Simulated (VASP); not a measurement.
# Mg4C in VASP: a series of runs

Mg4C is run at these levels: LDA; tasks: relaxation of the atoms.

Everything below comes from runs of VASP 6.6.1. Logs are shortened: lines on timing, memory, paths and dates and some standing lists are left out, and cuts for length are marked.

### Step 1. The cell of the first run

The cell holds a slab with vacuum, 5 atoms: a = 3.147 Å, b = 3.147 Å, c = 23.061 Å, α = 90.00°, β = 90.00°, γ = 120.00°.

### Step 2. Relaxation of the atoms, LDA

The input, INCAR:

```
PREC = Accurate
ENCUT = 520
EDIFF = 1E-6
ISMEAR = 0
SIGMA = 0.1
LREAL = F
LASPH = T
NELM = 100
ALGO = Normal
ISIF = 2
LWAVE = F
LCHARG = F
LDIPOL = T
IDIPOL = 3
DIPOL = 0.5 0.5 0.379
IBRION = 2
NSW = 36
EDIFFG = -0.025
```

The input, KPOINTS:

```
Automatic mesh
0
Gamma
  9 9 1
```

The input, POSCAR:

```
Mg4C
1.0
    3.1466128692      0.0000000000      0.0000000000
   -1.5733064346      2.7250466806      0.0000000000
    0.0000000000      0.0000000000     23.0605951812
Mg C
4 1
Selective dynamics
Direct
    0.6666666667      0.3333333333      0.1734560608  F F F
    0.3333333333      0.6666666667      0.2827092830  F F F
    0.6666666667      0.3333333333      0.3902185408  F F F
    0.3333333333      0.6666666667      0.5013138252  F F F
    0.6666666667      1.3333333333      0.5467622185  F F T
```

Potentials or basis: VASP PAW LDA potentials, release 64 (Mg, C).

Started as:

```sh
$ cat potpaw_LDA.64/Mg/POTCAR potpaw_LDA.64/C/POTCAR > POTCAR
$ mpirun -np 1 vasp_std > vasp.out
```

OUTCAR:

```text
PREC = Accurate
   ENCUT = 520
   EDIFF = 1E-6
   ISMEAR = 0
   LREAL = F
   LASPH = T
   NELM = 100
   ISIF = 2
   IBRION = 2
   NSW = 36
   EDIFFG = -0.025

 ion  position               nearest neighbor table
   1  0.667  0.333  0.173-   2 3.11   2 3.11   2 3.11
   2  0.333  0.667  0.283-   3 3.07   3 3.07   3 3.07   1 3.11   1 3.11   1 3.11
   3  0.667  0.333  0.390-   2 3.07   2 3.07   2 3.07   4 3.14   4 3.14   4 3.14
   4  0.333  0.667  0.501-   5 2.10   5 2.10   5 2.10   3 3.14   3 3.14   3 3.14
   5  0.667  0.333  0.547-   4 2.10   4 2.10   4 2.10

  LATTYP: Found a hexagonal cell.
 ALAT       =     3.1466128692
 C/A-ratio  =     7.3287042734

  Lattice vectors:

 A1 = (   3.1466128692,   0.0000000000,   0.0000000000)
 A2 = (  -1.5733064346,   2.7250466806,   0.0000000000)
 A3 = (   0.0000000000,   0.0000000000,  23.0605951812)

Analysis of symmetry for initial positions (statically):
=====================================================================
 Subroutine PRICEL returns:
 Original cell was already a primitive cell.

 Routine SETGRP: Setting up the symmetry group for a
 hexagonal supercell.

 Subroutine GETGRP returns: Found  6 space group operations
 (whereof  6 operations were pure point group operations)
 out of a pool of 24 trial point group operations.

The static configuration has the point symmetry C_3v.

Analysis of symmetry for dynamics (positions and initial velocities):
=====================================================================
 Subroutine PRICEL returns:
 Original cell was already a primitive cell.

 Routine SETGRP: Setting up the symmetry group for a
 hexagonal supercell.

 Subroutine GETGRP returns: Found  6 space group operations
 (whereof  6 operations were pure point group operations)
 out of a pool of 24 trial point group operations.

The dynamic configuration has the point symmetry C_3v.

Analysis of constrained symmetry for selective dynamics:
=====================================================================
 Subroutine PRICEL returns:
 Original cell was already a primitive cell.

 Routine SETGRP: Setting up the symmetry group for a
 hexagonal supercell.

 Subroutine GETGRP returns: Found  6 space group operations
 (whereof  6 operations were pure point group operations)
 out of a pool of 24 trial point group operations.

The constrained configuration has the point symmetry C_3v.

 Subroutine INISYM returns: Found  6 space group operations
[... 114 lines left out ...]
   LORBIT       =      0    0 simple, 1 ext, 2 COOP (PROOUT), +10 PAW based schemes
   GGA     = CA    functional components
   LHFCALC =     F    Hartree Fock is set to
   AEXX    =    0.0000 exact exchange contribution
   IVDW    =     0    specifies the selected vdW correction
   LEPSILON=     F    determine dielectric tensor
   LRPA    =     F    only Hartree local field effects (RPA)
 conjugate gradient relaxation of ions
 non-spin polarized calculation
 Gauss-broadening in eV      SIGMA  =   0.10
  energy-cutoff  :      520.00
  volume of cell :      197.74
 maximum number of plane-waves:      5354
 NGX is ok and might be reduce to    24
   NGX = 11   NGY = 11   NGZ = 85

--------------------------------------- Ionic step        1  -------------------------------------------

 number of electron      12.0000000 magnetization

 Free energy of the ion-electron system (eV)
  ---------------------------------------------------
  ext. energy  EPLUGINS =         0.00000000
  ---------------------------------------------------
  free energy    TOTEN  =       -11.98785277 eV

  energy without entropy =      -11.97348223  energy(sigma->0) =      -11.98066750

------------------------ aborting loop because EDIFF is reached ----------------------------------------

  FORCE on cell =-STRESS in cart. coord.  units (eV):
  Direction    XX          YY          ZZ          XY          YZ          ZX
  --------------------------------------------------------------------------------------
  -------------------------------------------------------------------------------------
  Total        0.2421878      0.2421878      0.0028901     -0.0000000      0.0000000      0.0000000
  in kB        1.9623434      1.9623434      0.0234170     -0.0000000      0.0000000      0.0000000
  external PRESSURE =       1.3160346 kB  Pullay stress =       0.0000000 kB
[... 65 lines left out ...]
--------------------------------------- Ionic step        3  -------------------------------------------

 number of electron      12.0000000 magnetization

 dipolmoment           0.000000      0.000000      0.155056 electrons x Angstroem

 Free energy of the ion-electron system (eV)
  ---------------------------------------------------
  ext. energy  EPLUGINS =         0.00000000
  ---------------------------------------------------
  free energy    TOTEN  =       -11.98802411 eV

  energy without entropy =      -11.97373667  energy(sigma->0) =      -11.98088039

 E-fermi :  -1.7210     XC(G=0):  -5.0069

 val. band max:       -1.7684446340   @ k =   0.3333   0.2222   0.0000
 cond. band min:      -1.6408113762   @ k =   0.4444   0.1111   0.0000
 fundamental gap:      0.1276332579
 Fermi energy:        -1.7209654228

 k-point     1 :       0.0000    0.0000    0.0000
  band No.  band energies     occupation
      1     -12.0206      2.00000
      2      -8.4280      2.00000
      3      -7.2640      2.00000
      4      -5.5648      2.00000
      5      -3.7212      2.00000
      6      -2.0974      2.00000
      7      -0.2245      0.00000
      8      -0.2245      0.00000
      9       0.1525      0.00000
     10       1.9289      0.00000
[... 131 lines left out ...]
 k-point    12 :       0.3333    0.3333    0.0000
  band No.  band energies     occupation
      1      -9.8383      2.00000
      2      -3.8062      2.00000
      3      -3.5767      2.00000
      4      -2.0968      2.00000
      5      -1.9720      1.99961
      6      -1.9236      1.99584
      7      -1.7709      1.51972
      8      -1.2340      0.00000
      9      -0.8888      0.00000
     10       0.2952      0.00000

------------------------ aborting loop because EDIFF is reached ----------------------------------------

 vacuum level on the upper side and lower side of the slab       (xc-potential included)         1.449        -1.798

  FORCE on cell =-STRESS in cart. coord.  units (eV):
  Direction    XX          YY          ZZ          XY          YZ          ZX
  --------------------------------------------------------------------------------------
  -------------------------------------------------------------------------------------
  Total        0.1681242      0.1681242     -0.0308163     -0.0000000      0.0000000     -0.0000000
  in kB        1.3622378      1.3622378     -0.2496911     -0.0000000      0.0000000     -0.0000000
  external PRESSURE =       0.8249282 kB  Pullay stress =       0.0000000 kB
[... 20 lines left out ...]
  FREE ENERGIE OF THE ION-ELECTRON SYSTEM (eV)
  ---------------------------------------------------
  free  energy   TOTEN  =       -11.9880241081 eV

  energy  without entropy=      -11.9737366726  energy(sigma->0) =      -11.98088039

 reached required accuracy - stopping structural energy minimisation

 vacuum level on the upper side and lower side of the slab         5.315         1.989
```

CONTCAR:

```text
Mg4C
   1.00000000000000
     3.1466128692000002    0.0000000000000000    0.0000000000000000
    -1.5733064346000001    2.7250466806000002    0.0000000000000000
     0.0000000000000000    0.0000000000000000   23.0605951812000001
  Mg              C
     4     1
Selective dynamics
Direct
     0.6666666667000030    0.3333333332999970    0.1734560607999995   F   F   F
     0.3333333332999970    0.6666666667000030    0.2827092830000026   F   F   F
     0.6666666667000030    0.3333333332999970    0.3902185407999994   F   F   F
     0.3333333332999970    0.6666666667000030    0.5013138252000005   F   F   F
     0.6666666667000030    0.3333333332999970    0.5470689849589322   F   F   T

  0.00000000E+00  0.00000000E+00  0.00000000E+00
  0.00000000E+00  0.00000000E+00  0.00000000E+00
  0.00000000E+00  0.00000000E+00  0.00000000E+00
  0.00000000E+00  0.00000000E+00  0.00000000E+00
  0.00000000E+00  0.00000000E+00  0.00000000E+00
```

It took 67 s on 1 thread of Intel Xeon Platinum 8488C (Sapphire Rapids), shared host; peak memory 0.25 GiB.

What came out:

```
Free energy               : -11.9880 eV
Energy gained by relaxing : 0.0 meV/atom
Ionic steps               : 3
Band gap on the k mesh    : zero (bands 6 and 7 overlap by 0.15 eV)
```

The path:
| step | energy change (eV) | largest force on free atoms (eV/Å) | pressure (GPa) |
| --- | --- | --- | --- |
| 1 | 0.0000 | 0.0367 | 0.13 |
| 2 | -0.0001 | 0.0314 | 0.12 |
| 3 | -0.0002 | 0.0132 | 0.08 |

Final structure:
```xyz
5
Lattice="3.1466 0.0000 0.0000 -1.5733 2.7250 0.0000 0.0000 0.0000 23.0606" Properties=species:S:1:pos:R:3 pbc="T T T"
Mg    1.5733    0.9083    4.0000
Mg    0.0000    1.8167    6.5194
Mg    1.5733    0.9083    8.9987
Mg    0.0000    1.8167   11.5606
C     1.5733    0.9083   12.6157
```

Levels at points of the mesh, in eV from the Fermi level:
| k point | band 3 | band 4 | band 5 | band 6 | band 7 | band 8 | band 9 | band 10 |
| --- | --- | --- | --- | --- | --- | --- | --- | --- |
| (0.00, 0.00, 0.00) | -5.54 | -3.84 | -2.00 | -0.38 | 1.50 | 1.50 | 1.87 | 3.65 |

### Step 3. Relaxation of the atoms, LDA

The input, INCAR:

```
SYSTEM = Mg4C
  PREC = Accurate
  ENCUT = 520
  EDIFF = 1E-7
  ISMEAR = 0
  SIGMA = 0.1
  LREAL = .FALSE.
  LASPH = .TRUE.
  NELM = 80
  ALGO = Normal
  ISIF = 2
  LWAVE = .FALSE.
  LCHARG = .FALSE.
  LDIPOL = .TRUE.
  IDIPOL = 3
  DIPOL = 0.5 0.5 0.379
  IBRION = 2
  NSW = 36
  EDIFFG = -0.025
```

The input, KPOINTS:

```
regular mesh
0
G
  9 9 1
  0 0 0
```

Changes to POSCAR since step 2:

```diff
@@ -13,2 +13,2 @@
     0.3333333333      0.6666666667      0.5013138252  F F F
-    0.6666666667      1.3333333333      0.5467622185  F F T
+    1.0000000000      1.0000000000      0.5467622185  F F T
```

Potentials or basis: VASP PAW LDA potentials, release 64 (Mg, C).

Started as:

```sh
$ cat potpaw_LDA.64/Mg/POTCAR potpaw_LDA.64/C/POTCAR > POTCAR
$ mpirun -np 1 vasp_std > vasp.out
```

It took 78 s on 1 thread of Intel Xeon Platinum 8488C (Sapphire Rapids), shared host; peak memory 0.25 GiB.

The run converged. Its results:

* Free energy: -11.8996 eV
* Energy gained by relaxing: 0.1 meV/atom
* Ionic steps: 3
* Band gap on the k mesh: zero (bands 6 and 7 overlap by 0.09 eV)

Step by step:
| step | energy change (eV) | largest force on free atoms (eV/Å) | pressure (GPa) |
| --- | --- | --- | --- |
| 1 | 0.0000 | 0.0566 | 0.18 |
| 2 | -0.0001 | 0.0486 | 0.16 |
| 3 | -0.0004 | 0.0214 | 0.11 |

Final structure:
```
Mg C
1.0
     3.14661    0.00000    0.00000
    -1.57331    2.72505    0.00000
     0.00000    0.00000   23.06060
Mg C
4 1
Direct
  0.66667 0.33333 0.17346
  0.33333 0.66667 0.28271
  0.66667 0.33333 0.39022
  0.33333 0.66667 0.50131
  0.00000 0.00000 0.54724
```

Levels at points of the mesh, in eV from the Fermi level:
```tsv
k point	band 3	band 4	band 5	band 6	band 7	band 8	band 9	band 10
(0.00, 0.00, 0.00)	-5.62	-3.92	-2.07	-0.46	1.45	1.45	1.79	3.58
```

### Step 4. Relaxation of the atoms, LDA

The input, INCAR:

```
PREC = Accurate
ENCUT = 520
EDIFF = 1E-6
ISMEAR = 0
SIGMA = 0.1
LREAL = False
LASPH = True
NELM = 80
ALGO = Normal
ISIF = 2
LWAVE = False
LCHARG = False
LDIPOL = True
IDIPOL = 3
DIPOL = 0.5 0.5 0.379
GGA = CA
IBRION = 2
NSW = 36
EDIFFG = -0.025
```

The input, KPOINTS:

```
Automatic mesh
0
Gamma
  9 9 1
```

Changes to POSCAR since step 3:

```diff
@@ -13,2 +13,2 @@
     0.3333333333      0.6666666667      0.5013138252  F F F
-    1.0000000000      1.0000000000      0.5467622185  F F T
+    0.6666666667      1.3333333333      0.5467622185  F F T
```

Started as:

```sh
$ cat potpaw_LDA.64/Mg/POTCAR potpaw_LDA.64/C/POTCAR > POTCAR
$ mpirun -np 1 vasp_std > vasp.out
```

Run time: 72 s. Hardware: 1 thread of Intel Xeon Platinum 8488C (Sapphire Rapids), shared host; peak memory 0.25 GiB.

Results (log left out):

```
Free energy               : -11.9880 eV
Energy gained by relaxing : 0.0 meV/atom
Ionic steps               : 3
Band gap on the k mesh    : zero (bands 6 and 7 overlap by 0.15 eV)
```

Step by step:
```csv
step,energy change (eV),largest force on free atoms (eV/Å),pressure (GPa)
1,0.0000,0.0367,0.13
2,-0.0001,0.0314,0.12
3,-0.0002,0.0132,0.08
```

Final structure:
```xyz
5
Lattice="3.1466 0.0000 0.0000 -1.5733 2.7250 0.0000 0.0000 0.0000 23.0606" Properties=species:S:1:pos:R:3 pbc="T T T"
Mg    1.5733    0.9083    4.0000
Mg    0.0000    1.8167    6.5194
Mg    1.5733    0.9083    8.9987
Mg    0.0000    1.8167   11.5606
C     1.5733    0.9083   12.6157
```

Levels at points of the mesh, in eV from the Fermi level:
```csv
k point,band 4,band 5,band 6,band 7,band 8,band 9
"(0.00, 0.00, 0.00)",-3.84,-2.00,-0.38,1.50,1.50,1.87
```
